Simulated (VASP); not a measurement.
# ZnS (wurtzite type) (P6_3mc) in VASP: further runs

ZnS (wurtzite type) is run at these levels: PBE; tasks: single point.

Program: VASP 6.6.1. These are calculated values, not measurements. Logs are shortened: lines on timing, memory, paths and dates and some standing lists are left out, and cuts for length are marked.

### Step 1. The cell of the first run

Symmetry: P6_3mc, No. 186, hexagonal system. Conventional cell: a = 3.186 Å, b = 3.186 Å, c = 5.879 Å, α = 90.00°, β = 90.00°, γ = 120.00°. Zn (site symmetry 3m) has 4 S at 2.01 to 2.06 Å within 2.7 Å. Within 2.7 Å of S (site symmetry 3m) lie 4 Zn at 2.01 to 2.06 Å.

### Step 2. Single point, PBE (12.92 Å³/atom)

The input, INCAR:

```
SYSTEM = ZnS
PREC     = Accurate       ! precision mode
ENCUT    = 520            ! plane-wave cutoff, eV
EDIFF    = 1E-7           ! SCF threshold, eV
ISMEAR   = -1             ! smearing method
SIGMA    = 0.05           ! smearing width, eV
LREAL    = .FALSE.        ! projectors in reciprocal space
LASPH    = .TRUE.         ! aspherical terms in the spheres
NELM     = 100            ! most SCF steps
ALGO     = Normal         ! electronic algorithm
ISIF     = 2              ! what is computed and relaxed
LWAVE    = .FALSE.        ! write WAVECAR
LCHARG   = .FALSE.        ! write CHGCAR
GGA      = PE             ! functional
NBANDS   = 26             ! bands
```

The input, KPOINTS:

```
regular mesh
0
G
  10 10 6
  0 0 0
```

The input, POSCAR:

```
ZnS
1.0
    3.1856700340      0.0000000000      0.0000000000
   -1.5928350170      2.7588711775      0.0000000000
    0.0000000000      0.0000000000      5.8794109174
Zn S
2 2
Direct
    0.3333333333      0.6666666667      0.0170222825
    0.6666666667      0.3333333333      0.5170222825
    0.3333333333      0.6666666667      0.3589777175
    0.6666666667      0.3333333333      0.8589777175
```

Potentials or basis: VASP PAW PBE potentials, release 64 (Zn, S).

Command:

```sh
cat potpaw_PBE.64/Zn/POTCAR potpaw_PBE.64/S/POTCAR > POTCAR
mpirun -np 1 vasp_std > vasp.out
```

OUTCAR:

```text
SYSTEM = ZnS
   PREC = Accurate
   ENCUT = 520
   EDIFF = 1E-7
   ISMEAR = -1
   LREAL = .FALSE.
   LASPH = .TRUE.
   NELM = 100
   ISIF = 2
   GGA = PE

 ion  position               nearest neighbor table
   1  0.333  0.667  0.017-   3 2.01   4 2.06   4 2.06   4 2.06
   2  0.667  0.333  0.517-   4 2.01   3 2.06   3 2.06   3 2.06
   3  0.333  0.667  0.359-   1 2.01   2 2.06   2 2.06   2 2.06
   4  0.667  0.333  0.859-   2 2.01   1 2.06   1 2.06   1 2.06

  LATTYP: Found a hexagonal cell.
 ALAT       =     3.1856700340
 C/A-ratio  =     1.8455806328

  Lattice vectors:

 A1 = (   3.1856700340,   0.0000000000,   0.0000000000)
 A2 = (  -1.5928350170,   2.7588711775,   0.0000000000)
 A3 = (   0.0000000000,   0.0000000000,   5.8794109174)

Analysis of symmetry for initial positions (statically):
=====================================================================
 Subroutine PRICEL returns:
 Original cell was already a primitive cell.

 Routine SETGRP: Setting up the symmetry group for a
 hexagonal supercell.

 Subroutine GETGRP returns: Found 12 space group operations
 (whereof  6 operations were pure point group operations)
 out of a pool of 24 trial point group operations.

The static configuration has the point symmetry C_3v.
 The point group associated with its full space group is C_6v.

Analysis of symmetry for dynamics (positions and initial velocities):
=====================================================================
 Subroutine PRICEL returns:
 Original cell was already a primitive cell.

 Routine SETGRP: Setting up the symmetry group for a
 hexagonal supercell.

 Subroutine GETGRP returns: Found 12 space group operations
 (whereof  6 operations were pure point group operations)
 out of a pool of 24 trial point group operations.

The dynamic configuration has the point symmetry C_3v.
 The point group associated with its full space group is C_6v.

 Subroutine INISYM returns: Found 12 space group operations
 (whereof  6 operations are pure point group operations),
 and found     1 'primitive' translations

----------------------------------------------------------------------------------------

                                     Primitive cell

  volume of cell :      51.6733

[... 83 lines left out ...]
   PREC   = accura    normal or accurate (medium, high low for compatibility)
   ISTART =      0    job   : 0-new  1-cont  2-samecut
   ICHARG =      2    charge: 1-file 2-atom 10-const
   ISPIN  =      1    spin polarized calculation?
   LNONCOLLINEAR =      F non collinear calculations
   LSORBIT =      F    spin-orbit coupling
   LASPH  =      T    aspherical Exc in radial PAW
   ENCUT  =  520.0 eV  38.22 Ry    6.18 a.u.   5.92  5.92 10.93*2*pi/ulx,y,z
   NELM   =    100;   NELMIN=  2; NELMDL= -5     # of ELM steps
   EDIFF  = 0.1E-06   stopping-criterion for ELM
   LREAL  =      F    real-space projection
   EDIFFG = 0.1E-05   stopping-criterion for IOM
   NSW    =      0    number of steps for IOM
   IBRION =     -1    ionic relax: 0-MD 1-quasi-New 2-CG
   NFREE  =      0    steps in history (QN), initial steepest desc. (CG)
   ISIF   =      2    stress and relaxation
   ISYM   =      2    0-nonsym 1-usesym 2-fastsym
   POTIM  = 0.5000    time-step for ionic-motion
   TEBEG  =    0.0;   TEEND  =   0.0 temperature during run
   PSTRESS=    0.0 pullay stress
   NELECT =      36.0000    total number of electrons
   NUPDOWN=      -1.0000    fix difference up-down
   EMIN   =  10.00;   EMAX   =-10.00  energy-range for DOS
   EFERMI =   0.00;   METHOD = LEGACY
   ISMEAR =    -1;   SIGMA  =   0.05  broadening in eV -4-tet -1-fermi 0-gaus
   EFERMI_NEDOS =   21; number of points for ismear=-14 and -15
   IALGO  =     38    algorithm
   IMIX   =      4    mixing-type and parameters
     AMIX     =   0.40;   BMIX     =  1.00
     AMIX_MAG =   1.60;   BMIX_MAG =  1.00
  volume/ion in A,a.u.               =      12.92        87.18
  Fermi-wavevector in a.u.,A,eV,Ry     =   1.451288  2.742537 28.657099  2.106237
  Thomas-Fermi vector in A             =   2.568803
   LORBIT       =      0    0 simple, 1 ext, 2 COOP (PROOUT), +10 PAW based schemes
   GGA     = PE    functional components
   LHFCALC =     F    Hartree Fock is set to
   AEXX    =    0.0000 exact exchange contribution
   IVDW    =     0    specifies the selected vdW correction
   LEPSILON=     F    determine dielectric tensor
   LRPA    =     F    only Hartree local field effects (RPA)
 non-spin polarized calculation
  energy-cutoff  :      520.00
  volume of cell :       51.67
 maximum number of plane-waves:      1408
 NGX is ok and might be reduce to    24
   NGX = 11   NGY = 11   NGZ = 21

 number of electron      36.0000001 magnetization

 Free energy of the ion-electron system (eV)
  ---------------------------------------------------
  ext. energy  EPLUGINS =         0.00000000
  ---------------------------------------------------
  free energy    TOTEN  =        -8.70467014 eV

  energy without entropy =       -8.70467012  energy(sigma->0) =       -8.70467013

 E-fermi :   8.2292     XC(G=0): -11.8086

 val. band max:        7.5609697262   @ k =   0.0000   0.0000   0.0000
 cond. band min:       8.9362985258   @ k =   0.3000   0.3000   0.0000
 fundamental gap:      1.3753287996
 Fermi energy:         8.2292363285

 k-point     1 :       0.0000    0.0000    0.0000
  band No.  band energies     occupation
      1      -9.8765      2.00000
      2      -8.2532      2.00000
      3      -2.2889      2.00000
      4      -2.1307      2.00000
      5      -1.6598      2.00000
      6      -1.6598      2.00000
[... 685 lines left out ...]
     25      17.5035      0.00000
     26      18.5439      0.00000

 [... further k-points ...]
[... 5 lines left out ...]
  --------------------------------------------------------------------------------------
  -------------------------------------------------------------------------------------
  Total       25.4834755     25.4834755     25.5390311      0.0000000      0.0000000      0.0000000
  in kB      790.1384819    790.1384819    791.8610332      0.0000000      0.0000000      0.0000000
  external PRESSURE =     790.7126657 kB  Pullay stress =       0.0000000 kB

 VOLUME and BASIS-vectors are now :
 -----------------------------------------------------------------------------
  energy-cutoff  :      520.00
  volume of cell :       51.67
      direct lattice vectors                 reciprocal lattice vectors
     3.185670034  0.000000000  0.000000000     0.313905706  0.181233544  0.000000000
    -1.592835017  2.758871178  0.000000000     0.000000000  0.362467087  0.000000000
     0.000000000  0.000000000  5.879410917     0.000000000  0.000000000  0.170085067

 POSITION                                       TOTAL-FORCE (eV/Angst)
 -----------------------------------------------------------------------------------
     -0.00000      1.83925      0.10008        -0.000000     -0.000000     -0.001179
      1.59284      0.91962      3.03979        -0.000000     -0.000000     -0.001179
     -0.00000      1.83925      2.11058         0.000000     -0.000000      0.001179
      1.59284      0.91962      5.05028         0.000000      0.000000      0.001179
 -----------------------------------------------------------------------------------
    total drift:                               -0.000001     -0.000002     -0.001443

  FREE ENERGIE OF THE ION-ELECTRON SYSTEM (eV)
  ---------------------------------------------------
  free  energy   TOTEN  =        -8.7046701434 eV

  energy  without entropy=       -8.7046701215  energy(sigma->0) =       -8.70467013
```

OSZICAR:

```text
N       E                     dE             d eps       ncg     rms          rms(c)
DAV:   1     0.263201055194E+03    0.26320E+03   -0.17381E+04  2936   0.193E+03
DAV:   2     0.144989309943E+02   -0.24870E+03   -0.23725E+03  2968   0.383E+02
DAV:   3    -0.947116440215E+01   -0.23970E+02   -0.23718E+02  3376   0.118E+02
DAV:   4    -0.100327186758E+02   -0.56155E+00   -0.56022E+00  3498   0.177E+01
DAV:   5    -0.100401988339E+02   -0.74802E-02   -0.74778E-02  3436   0.212E+00    0.221E+01
DAV:   6    -0.878168345570E+01    0.12585E+01   -0.24817E+00  3658   0.541E+01    0.157E+01
DAV:   7    -0.875137511771E+01    0.30308E-01   -0.29569E+00  3150   0.136E+01    0.525E+00
DAV:   8    -0.872225815300E+01    0.29117E-01   -0.10241E-01  3698   0.486E+00    0.192E+00
DAV:   9    -0.870405502641E+01    0.18203E-01   -0.53105E-02  3044   0.140E+00    0.357E-01
DAV:  10    -0.870459905342E+01   -0.54403E-03   -0.54629E-03  3352   0.500E-01    0.380E-01
DAV:  11    -0.870465333801E+01   -0.54285E-04   -0.32574E-04  3212   0.109E-01    0.160E-01
DAV:  12    -0.870467711648E+01   -0.23778E-04   -0.13737E-04  3760   0.162E-01    0.222E-01
DAV:  13    -0.870467389741E+01    0.32191E-05   -0.31861E-05  3700   0.896E-02    0.116E-01
DAV:  14    -0.870467190880E+01    0.19886E-05   -0.28830E-06  3720   0.167E-02    0.647E-02
DAV:  15    -0.870467011347E+01    0.17953E-05   -0.43737E-06  3468   0.180E-02    0.216E-02
DAV:  16    -0.870467014339E+01   -0.29924E-07   -0.25924E-07  3020   0.390E-03
   1 F= -.87046701E+01 E0= -.87046701E+01  d E =-.218469E-07
```

stdout:

```text
POSCAR found type information on POSCAR ZnS
 POSCAR found :  2 types and       4 ions
 scaLAPACK will be used
 LDA part: xc-table for (Slater+PW92), standard interpolation
 POSCAR, INCAR and KPOINTS ok, starting setup
 FFT: planning ... GRIDC
 FFT: planning ... GRID_SOFT
 FFT: planning ... GRID
 WAVECAR not read
 entering main loop
```

Run time: 92 s. Hardware: 1 thread of Intel Xeon 8259CL, shared host; peak memory 0.21 GiB.

Results:

```yaml
Free_energy: -8.7047 eV
Pressure: 79.1 GPa
Band_gap_on_the_k_mesh: 1.38 eV (least direct gap 2.59 eV)
```

Stress tensor (GPa, compression positive):
```
79.01  0.00  0.00
 0.00 79.01  0.00
 0.00  0.00 79.19
```

Caveat: the cell stands under pressure.

### Step 3. Single point, PBE (14.53 Å³/atom)

This run uses another cell than the first one, of 14.53 Å³/atom.

The input, INCAR:

```
  PREC = Accurate
  ENCUT = 520
  EDIFF = 1E-6
  ISMEAR = -1
  SIGMA = 0.05
  LREAL = F
  LASPH = T
  NELM = 60
  ALGO = Normal
  ISIF = 2
  LWAVE = F
  LCHARG = T
  GGA = PE
  LELF = T
  LVHAR = T
  NBANDS = 26
```

The input, KPOINTS:

```
Automatic mesh
0
Gamma
  10 10 6
```

The input, POSCAR:

```
ZnS
1.0
    3.4031026285      0.0000000000      0.0000000000
   -1.7015513142      2.9471733280      0.0000000000
    0.0000000000      0.0000000000      5.7961260911
Zn S
2 2
Direct
    0.3333333333      0.6666666667      0.0065851619
    0.6666666667      0.3333333333      0.5065851619
    0.3333333333      0.6666666667      0.3694148381
    0.6666666667      0.3333333333      0.8694148381
```

Potentials or basis: VASP PAW PBE potentials, release 64 (Zn, S).

Command:

```sh
cat potpaw_PBE.64/Zn/POTCAR potpaw_PBE.64/S/POTCAR > POTCAR
mpirun -np 1 vasp_std > vasp.out
```

Wall time 2.4 min (1 thread of Intel Xeon 8259CL, shared host); peak memory 0.22 GiB.

Results (log left out):

```
Free energy            : -11.2041 eV
Pressure               : 46.8 GPa
Band gap on the k mesh : 2.81 eV (least direct gap 3.39 eV)
```

Stress tensor (GPa, compression positive):
```
46.73  0.00  0.00
 0.00 46.73  0.00
 0.00  0.00 46.81
```

Levels at points of the mesh, in eV from the valence-band top:
```
           k point  band 16  band 17  band 18  band 19  band 20  band 21
(0.00, 0.00, 0.00)    -0.44     0.00     0.00     3.39     3.92     5.75
(0.50, 0.00, 0.00)    -3.46    -3.02    -1.37     3.27     4.39     4.69
(0.00, 0.00, 0.50)    -0.73    -0.73    -0.73     4.43     4.43     6.59
(0.50, 0.00, 0.50)    -2.83    -2.51    -2.51     3.13     3.13     4.72
```

Caveat: the cell stands under pressure. A k mesh can miss the band edges.

### Step 4. Single point, PBE (14.53 Å³/atom)

This run uses another cell than the first one, of 14.53 Å³/atom.

The input, INCAR:

```
SYSTEM = ZnS
  PREC = Accurate
  ENCUT = 520
  EDIFF = 1E-6
  ISMEAR = -1
  SIGMA = 0.05
  LREAL = .FALSE.
  LASPH = .TRUE.
  NELM = 80
  ALGO = Normal
  ISIF = 2
  LWAVE = .FALSE.
  LCHARG = .FALSE.
  GGA = PE
  NBANDS = 26
```

The input, KPOINTS:

```
Automatic mesh
0
G
  10 10 6
  0 0 0
```

POSCAR is that of step 3.

Command:

```sh
cat potpaw_PBE.64/Zn/POTCAR potpaw_PBE.64/S/POTCAR > POTCAR
mpirun -np 1 vasp_std > vasp.out
```

It took 2.4 min on 1 thread of Intel Xeon 8259CL, shared host; peak memory 0.22 GiB.

The run converged. Its results:

* Free energy: -11.2041 eV
* Pressure: 46.8 GPa
* Band gap on the k mesh: 2.81 eV (least direct gap 3.39 eV)

Stress tensor (GPa, compression positive):
```
46.73  0.00  0.00
 0.00 46.73  0.00
 0.00  0.00 46.81
```

Levels at points of the mesh, in eV from the valence-band top:
| k point | band 16 | band 17 | band 18 | band 19 | band 20 | band 21 |
| --- | --- | --- | --- | --- | --- | --- |
| (0.00, 0.00, 0.00) | -0.44 | 0.00 | 0.00 | 3.39 | 3.92 | 5.75 |
| (0.50, 0.00, 0.00) | -3.46 | -3.02 | -1.37 | 3.27 | 4.39 | 4.69 |
| (0.00, 0.00, 0.50) | -0.73 | -0.73 | -0.73 | 4.43 | 4.43 | 6.59 |
| (0.50, 0.00, 0.50) | -2.83 | -2.51 | -2.51 | 3.13 | 3.13 | 4.72 |

Caveat: the cell stands under pressure.
